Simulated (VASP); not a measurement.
# CO2 (I-42d) in VASP: further runs, part 2 of 2

VASP 6.6.1. The steps go on from the part before.

## 5. Relaxation of shape and atoms at fixed volume, PBEsol (volume scaled by 1.06)

Contents of INCAR:

```
PREC     = Accurate       # precision mode
ENCUT    = 600            # plane-wave cutoff, eV
EDIFF    = 1E-6           # SCF threshold, eV
ISMEAR   = 0              # smearing method
SIGMA    = 0.02           # smearing width, eV
LREAL    = F              # projectors in reciprocal space
LASPH    = T              # aspherical terms in the spheres
NELM     = 60             # most SCF steps
ALGO     = Normal         # electronic algorithm
ISIF     = 4              # what is computed and relaxed
LWAVE    = F              # write WAVECAR
LCHARG   = F              # write CHGCAR
GGA      = PS             # functional
IBRION   = 2              # ionic algorithm
NSW      = 50             # ionic steps
EDIFFG   = -0.01          # ionic threshold
```

Contents of KPOINTS:

```
regular mesh
0
Gamma
  8 8 8
```

Contents of POSCAR:

```
CO2
1.0
   -2.0039885629      2.0039885629      3.0068982802
    2.0039885629     -2.0039885629      3.0068982802
    2.0039885629      2.0039885629     -3.0068982802
C O
2 4
Direct
    0.7500000000      0.2500000000      0.5000000000
    0.0000000000      0.0000000000      0.0000000000
    0.7128879151      0.1250000000      0.0878879151
    0.0371120849      0.6250000000      0.9121120849
    0.3750000000      0.2871120849      0.4121120849
    0.8750000000      0.9628879151      0.5878879151
```

Potentials or basis: VASP PAW PBE potentials, release 64 (C, O).

Started as:

```sh
cat potpaw_PBE.64/C/POTCAR potpaw_PBE.64/O/POTCAR > POTCAR
mpirun -np 1 vasp_std > vasp.out
```

OUTCAR:

```text
PREC = Accurate
   ENCUT = 600
   EDIFF = 1E-6
   ISMEAR = 0
   LREAL = F
   LASPH = T
   NELM = 60
   ISIF = 4
   GGA = PS
   IBRION = 2
   NSW = 50
   EDIFFG = -0.01

 ion  position               nearest neighbor table
   1  0.750  0.250  0.500-   3 1.41   5 1.41   6 1.41   4 1.41
   2  0.000  0.000  0.000-   3 1.41   4 1.41   6 1.41   5 1.41
   3  0.713  0.125  0.088-   1 1.41   2 1.41
   4  0.037  0.625  0.912-   2 1.41   1 1.41
   5  0.375  0.287  0.412-   1 1.41   2 1.41
   6  0.875  0.963  0.588-   1 1.41   2 1.41

  LATTYP: Found a body centered tetragonal cell.
 ALAT       =     4.0079771258
 C/A-ratio  =     1.5004568069

  Lattice vectors:

 A1 = (  -2.0039885629,   2.0039885629,   3.0068982802)
 A2 = (   2.0039885629,  -2.0039885629,   3.0068982802)
 A3 = (   2.0039885629,   2.0039885629,  -3.0068982802)

Analysis of symmetry for initial positions (statically):
=====================================================================
 Subroutine PRICEL returns:
 Original cell was already a primitive cell.

 Routine SETGRP: Setting up the symmetry group for a
 body centered tetragonal supercell.

 Subroutine GETGRP returns: Found  8 space group operations
 (whereof  4 operations were pure point group operations)
 out of a pool of 16 trial point group operations.

The static configuration has the point symmetry S_4 .
 The point group associated with its full space group is D_2d.

Analysis of symmetry for dynamics (positions and initial velocities):
=====================================================================
 Subroutine PRICEL returns:
 Original cell was already a primitive cell.

 Routine SETGRP: Setting up the symmetry group for a
 body centered tetragonal supercell.

 Subroutine GETGRP returns: Found  8 space group operations
 (whereof  4 operations were pure point group operations)
 out of a pool of 16 trial point group operations.

The dynamic configuration has the point symmetry S_4 .
 The point group associated with its full space group is D_2d.

 Subroutine INISYM returns: Found  8 space group operations
[... 130 lines left out ...]
   GGA     = PS    functional components
   LHFCALC =     F    Hartree Fock is set to
   AEXX    =    0.0000 exact exchange contribution
   IVDW    =     0    specifies the selected vdW correction
   LEPSILON=     F    determine dielectric tensor
   LRPA    =     F    only Hartree local field effects (RPA)
 conjugate gradient relaxation of ions
 non-spin polarized calculation
 Gauss-broadening in eV      SIGMA  =   0.02
  energy-cutoff  :      600.00
  volume of cell :       48.30
 maximum number of plane-waves:      1640
 NGX is ok and might be reduce to    36
   NGX = 17   NGY = 17   NGZ = 17

--------------------------------------- Ionic step        1  -------------------------------------------

 number of electron      32.0000000 magnetization

 Free energy of the ion-electron system (eV)
  ---------------------------------------------------
  ext. energy  EPLUGINS =         0.00000000
  ---------------------------------------------------
  free energy    TOTEN  =       -46.07316478 eV

  energy without entropy =      -46.07316478  energy(sigma->0) =      -46.07316478

------------------------ aborting loop because EDIFF is reached ----------------------------------------

  FORCE on cell =-STRESS in cart. coord.  units (eV):
  Direction    XX          YY          ZZ          XY          YZ          ZX
  --------------------------------------------------------------------------------------
  -------------------------------------------------------------------------------------
  Total       -3.0301802     -3.0301802     -2.9127957      0.0000000      0.0000000      0.0000000
  in kB     -100.5101282   -100.5101282    -96.6165231      0.0000000      0.0000000      0.0000000
  external PRESSURE =     -99.2122598 kB  Pullay stress =       0.0000000 kB
[... 147 lines left out ...]
--------------------------------------- Ionic step        5  -------------------------------------------

 number of electron      31.9999999 magnetization

 Free energy of the ion-electron system (eV)
  ---------------------------------------------------
  ext. energy  EPLUGINS =         0.00000000
  ---------------------------------------------------
  free energy    TOTEN  =       -46.08255032 eV

  energy without entropy =      -46.08255032  energy(sigma->0) =      -46.08255032

 E-fermi :   1.9512     XC(G=0): -11.1496

 val. band max:        1.7868773319   @ k =   0.5000  -0.0000   0.0000
 cond. band min:       9.2730546499   @ k =   0.0000   0.0000   0.0000
 fundamental gap:      7.4861773179
 Fermi energy:         1.9512080964

 k-point     1 :       0.0000    0.0000    0.0000
  band No.  band energies     occupation
      1     -22.0453      2.00000
      2     -17.0445      2.00000
      3     -17.0445      2.00000
      4     -16.3595      2.00000
      5     -12.8640      2.00000
      6      -7.8808      2.00000
[... 541 lines left out ...]
     19      11.0171      0.00000
     20      11.6911      0.00000

 [... further k-points ...]
[... 5 lines left out ...]
  --------------------------------------------------------------------------------------
  -------------------------------------------------------------------------------------
  Total       -2.1734408     -2.1734408     -2.1817923      0.0000000     -0.0000000      0.0000000
  in kB      -72.0923503    -72.0923503    -72.3693687      0.0000000     -0.0000000      0.0000000
  external PRESSURE =     -72.1846898 kB  Pullay stress =       0.0000000 kB
[... 21 lines left out ...]
  FREE ENERGIE OF THE ION-ELECTRON SYSTEM (eV)
  ---------------------------------------------------
  free  energy   TOTEN  =       -46.0825503164 eV

  energy  without entropy=      -46.0825503164  energy(sigma->0) =      -46.08255032

 reached required accuracy - stopping structural energy minimisation
```

It took 2.6 min on 1 thread of Oxide Virtual Turin-like, shared host; peak memory 0.19 GiB.

What came out:

```yaml
Free_energy: -46.0826 eV
Energy_gained_by_relaxing: 1.6 meV/atom
Ionic_steps: 5
Pressure_after_relaxing: -7.2 GPa
Band_gap_on_the_k_mesh: 7.49 eV, indirect (least direct gap 7.96 eV)
```

The path:
| step | energy change (eV) | largest force (eV/Å) | pressure (GPa) | volume (Å³) |
| --- | --- | --- | --- | --- |
| 1 | 0.0000 | 0.3028 | -9.92 | 48.30 |
| 2 | -0.0084 | 0.0116 | -7.33 | 48.30 |
| 3 | -0.0084 | 0.0037 | -7.48 | 48.30 |
| 4 | -0.0089 | 0.0018 | -7.38 | 48.30 |
| 5 | -0.0094 | 0.0015 | -7.22 | 48.30 |

Final structure:
```
C O
1.0
    -2.00887    2.00887    2.99230
     2.00887   -2.00887    2.99230
     2.00887    2.00887   -2.99230
C O
2 4
Direct
  0.75000 0.25000 0.50000
  0.00000 0.00000 0.00000
  0.71688 0.12500 0.09188
  0.03312 0.62500 0.90812
  0.37500 0.28312 0.40812
  0.87500 0.96688 0.59188
```

Caveat: the cell differs from its parent crystal (volume scaled by 1.06); the PAW data sets were made with another functional, which shifts forces and pressure a little. A k mesh can miss the band edges.

## 6. Summary

| task | cell | gap on the mesh (eV) | pressure (GPa) |
| --- | --- | --- | --- |
| relaxation of shape and atoms at fixed volume | relaxed from a = 4.019 Å, angles 122.3, 122.3, 86.0°, 6 atoms | 7.57 | 5.0 |
| relaxation of shape and atoms at fixed volume | relaxed from a = 4.101 Å, angles 122.3, 122.3, 86.0°, 6 atoms | 7.53 | -3.7 |
| relaxation of cell and atoms | relaxed from a = 4.109 Å, angles 122.6, 122.6, 85.6°, 6 atoms | 7.56 | 0.0 |
| relaxation of shape and atoms at fixed volume | relaxed from a = 4.132 Å, angles 122.0, 122.0, 86.6°, 6 atoms | 7.49 | -7.2 |

Alike in all rows: level PBEsol; potentials or basis VASP PAW PBE potentials, release 64 (C, O); no spin polarisation; k mesh 8 × 8 × 8; cutoff (eV) 600; smearing gaussian 0.02 eV.

Caveats: the PAW data sets were made with another functional, which shifts forces and pressure a little.

Total energies depend on the potentials used, so only differences within one code and one set of settings carry meaning.
